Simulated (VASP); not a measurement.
Write the native input for VASP 6.6.1 that does the following.

| Item | Value |
| --- | --- |
| Task | single point |
| Functional | PBEsol |
| Dispersion | D3(BJ) |
| Potentials or basis | VASP PAW PBE potentials, release 64 (Al) |
| Cutoff | 520 eV |
| k mesh | 18 × 18 × 6 |
| Occupations | gaussian, width 0.15 eV |
| Spin | no spin polarisation |
| Dipole correction | no |
| Further INCAR settings | ALGO = Normal; EDIFF = 1e-06; NBANDS = 14 |

The structure of Al lies in POSCAR:

```
Al
1.0
    2.9315000000      0.0000000000      0.0000000000
   -1.4657500000      2.5387534712      0.0000000000
    0.0000000000      0.0000000000      8.5302000000
Al
4
Direct
    0.0000000000      0.0000000000      0.0000000000
    0.3333333333      0.6666666667      0.2500000000
    0.0000000000      0.0000000000      0.5000000000
    0.6666666667      0.3333333333      0.7500000000
```

This isn't the form of Al at room conditions, which is fcc.

These files were run (other wordings do the same):

INCAR

```
SYSTEM = Al
PREC = Accurate
ENCUT = 520
EDIFF = 1E-6
ISMEAR = 0
SIGMA = 0.15
LREAL = .FALSE.
LASPH = .TRUE.
NELM = 80
ALGO = Normal
ISIF = 2
LWAVE = .FALSE.
LCHARG = .FALSE.
GGA = PS
IVDW = 12
NBANDS = 14
```

KPOINTS

```
Automatic mesh
0
G
  18 18 6
  0 0 0
```

Potentials or basis: VASP PAW PBE potentials, release 64 (Al).

Launch:

```sh
$ cat potpaw_PBE.64/Al/POTCAR > POTCAR
$ mpirun -np 1 vasp_std > vasp.out
```

It gave:

```json
{"Pressure": "0.2 GPa", "Band gap on the k mesh": "zero (bands 6 and 7 overlap by 7.70 eV)", "Dispersion energy per atom": "-0.330 eV"}
```

Caveat: the PAW data sets were made with another functional, which shifts forces and pressure a little.

Wall time 25 s on 1 thread of Intel(R) Xeon(R) 6975P-C (Granite Rapids) (shared host), peak memory 0.25 GiB.
